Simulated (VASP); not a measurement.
Runs of VASP 6.6.1 on Pt. The structure is that of space group Cmcm (No. 63), or close to it. The cells are those of the table. 

```tsv
cell	gap on the mesh (eV)	pressure (GPa)	largest force (eV/Å)
a = 3.529, b = 3.529, c = 3.704 Å, angles 90.0, 90.0, 134.9°, 2 atoms	none	(a)	0.02
a = 3.578, b = 3.578, c = 3.755 Å, angles 90.0, 90.0, 134.9°, 2 atoms	none	-0.6	-
a = 3.480, b = 3.480, c = 3.652 Å, angles 90.0, 90.0, 134.9°, 2 atoms	none	20.4	0.06
a = 3.428, b = 3.428, c = 3.598 Å, angles 90.0, 90.0, 134.9°, 2 atoms	none	35.8	0.10
```

Alike in all rows: task single point; level RPBE; potentials or basis VASP PAW PBE potentials, release 64 (Pt); no spin polarisation; k mesh 14 × 14 × 10; cutoff (eV) 520; smearing fermi-dirac 0.1 eV.

Problem. Estimate the missing entries.

Solution. (a) 8.5.

Caveats: the PAW data sets were made with another functional, which shifts forces and pressure a little; spin-orbit coupling is left out, which moves the levels of the heavy elements; the cell stands under pressure (at least some runs).

A k mesh can miss the band edges, and the runs leave out spin-orbit coupling on Pt.

A gap of «none» marks levels without a gap at the run's occupations.
